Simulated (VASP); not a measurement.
Set up this calculation in VASP 6.6.1, as the native input.

```
Task                   : single point
Functional             : r2SCAN
Potentials or basis    : VASP PAW PBE potentials, release 64 (Si)
Cutoff                 : 520 eV
k mesh                 : 8 × 8 × 8
Occupations            : gaussian, width 0.1 eV
Spin                   : no spin polarisation
Dipole correction      : no
Further INCAR settings : ALGO = Normal; EDIFF = 1e-06; NBANDS = 26
```

The system is Si.

```xyz
8
Lattice="-3.3109 3.3109 3.3109 3.3109 -3.3109 3.3109 3.3109 3.3109 -3.3109" Properties=species:S:1:pos:R:3 pbc="T T T"
Si    0.6820    0.6820    0.6820
Si   -0.6820    2.6289    0.6820
Si    0.6820   -0.6820    2.6289
Si    2.6289    0.6820   -0.6820
Si    2.6289    2.6289    2.6289
Si    0.6820    3.9929   -0.6820
Si   -0.6820    0.6820    3.9929
Si    3.9929   -0.6820    0.6820
```

These files were run (other wordings do the same):

POSCAR

```
Si
1.0
   -3.3109000000      3.3109000000      3.3109000000
    3.3109000000     -3.3109000000      3.3109000000
    3.3109000000      3.3109000000     -3.3109000000
Si
8
Direct
    0.2060000000      0.2060000000      0.2060000000
    0.5000000000      0.0000000000      0.2940000000
    0.2940000000      0.5000000000      0.0000000000
    0.0000000000      0.2940000000      0.5000000000
    0.7940000000      0.7940000000      0.7940000000
    0.5000000000      0.0000000000      0.7060000000
    0.7060000000      0.5000000000      0.0000000000
    0.0000000000      0.7060000000      0.5000000000
```

INCAR.step1

```
PREC = Accurate ; ENCUT = 520
ISMEAR = 0 ; SIGMA = 0.1
LREAL = False ; LASPH = True
NELM = 60 ; NBANDS = 26
GGA = PE ; ALGO = Normal
EDIFF = 1E-4 ; LWAVE = True
LCHARG = False
```

INCAR.step2

```
PREC = Accurate ; ENCUT = 520
EDIFF = 1E-6 ; ISMEAR = 0
SIGMA = 0.1 ; LREAL = False
LASPH = True ; NELM = 60
ALGO = Normal ; ISIF = 2
LWAVE = False ; LCHARG = False
METAGGA = R2SCAN ; LMIXTAU = True
NBANDS = 26 ; ISTART = 1
```

KPOINTS

```
Automatic mesh
0
Gamma
  8 8 8
```

Potentials or basis: VASP PAW PBE potentials, release 64 (Si).

Run with:

```console
$ cat potpaw_PBE.64/Si/POTCAR > POTCAR
$ cp INCAR.step1 INCAR
$ mpirun -np 1 vasp_std > vasp.out
$ cp INCAR.step2 INCAR
$ mpirun -np 1 vasp_std > vasp.out
```

It gave:

| Property | Result |
| --- | --- |
| Pressure | -0.1 GPa |
| Largest force | 0.367 eV/Å |
| Band gap on the k mesh | zero (bands 16 and 17 overlap by 0.21 eV) |

Caveat: semilocal functionals underestimate gaps, and a narrow one can read as zero; the PAW data sets were made with another functional, which shifts forces and pressure a little.

Wall time 8.7 min on 1 thread of Intel(R) Xeon(R) Platinum 8259CL CPU @ 2.50GHz (Skylake/Cascade Lake), on a shared host, peak memory 0.39 GiB.
